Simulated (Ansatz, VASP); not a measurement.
# One calculation of Co, two programs

```
Co
1.0
     1.24652   -2.15904    0.00000
     1.24652    2.15904    0.00000
     0.00000    0.00000    4.03693
Co
2
Cartesian
  1.2465 -0.7197 1.0092
  1.2465 0.7197 3.0277
```

Alike in both runs: task single point; functional PBE; k mesh 15 × 15 × 8; occupations fermi-dirac, width 0.1 eV; collinear spin.

|  | VASP | Ansatz |
| --- | --- | --- |
| version | VASP 6.6.1 | Ansatz 0.2.0 |
| potentials or method | VASP PAW PBE potentials, release 64 (Co), cutoff 520 eV | all-electron LAPW, scalar-relativistic |

VASP gave:

| Property | Result |
| --- | --- |
| pressure (GPa) | -0.5 |
| traceless stress, the component that is largest in VASP (GPa) | -0.15 |
| net moment per atom (μB) | 1.61 |
| size of the moment on the site where the two differ most (μB) | 1.63 |

Question: Estimate Ansatz's values.

Answer: Pressure (GPa): 0.1; traceless stress, the component that is largest in VASP (GPa): -0.02; net moment per atom (μB): 1.62; size of the moment on the site where the two differ most (μB): 1.68.

Site moments also hang on the region over which each program counts them. Ansatz ran all-electron here, and VASP with PAW potentials.
